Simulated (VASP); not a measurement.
S: single point with PBE+D3(BJ)

S:

```xyz
1
Lattice="1.8012 1.0399 1.4706 -1.8012 1.0399 1.4706 0.0000 -2.0799 1.4706" Properties=species:S:1:pos:R:3 pbc="T T T"
S     0.0000    0.0000    0.0000
```

This isn't the form of S at room conditions, which is orthorhombic, of S8 rings.

```json
{
 "Program": "VASP 6.6.1",
 "Task": "single point",
 "Functional": "PBE",
 "Dispersion": "D3(BJ)",
 "Potentials or basis": "VASP PAW PBE potentials, release 64 (S)",
 "Cutoff": "500 eV",
 "k mesh": "14 × 14 × 14",
 "Occupations": "fermi-dirac, width 0.1 eV",
 "Spin": "no spin polarisation"
}
```

| Property | Result |
| --- | --- |
| Pressure | -0.2 GPa |
| Band gap on the k mesh | zero (bands 3 and 4 overlap by 7.12 eV) |
| Dispersion energy per atom | -0.371 eV |

Levels at points of the mesh, in eV from the Fermi level:
```tsv
k point	band 1	band 2	band 3	band 4	band 5	band 6	band 7
(0.00, 0.00, 0.00)	-17.41	1.51	1.51	1.51	7.20	7.20	10.59
(0.50, 0.00, 0.00)	-14.50	-8.45	3.14	3.14	9.31	13.86	13.86
(0.50, 0.50, 0.00)	-11.56	-6.06	-6.06	2.35	4.58	14.10	15.87
(0.50, 0.50, 0.50)	-8.43	-3.99	-3.99	-3.98	5.54	5.54	5.54
```

It took 16 s on 1 thread of Intel(R) Xeon(R) 6975P-C (Granite Rapids) (shared host), peak memory 0.15 GiB.
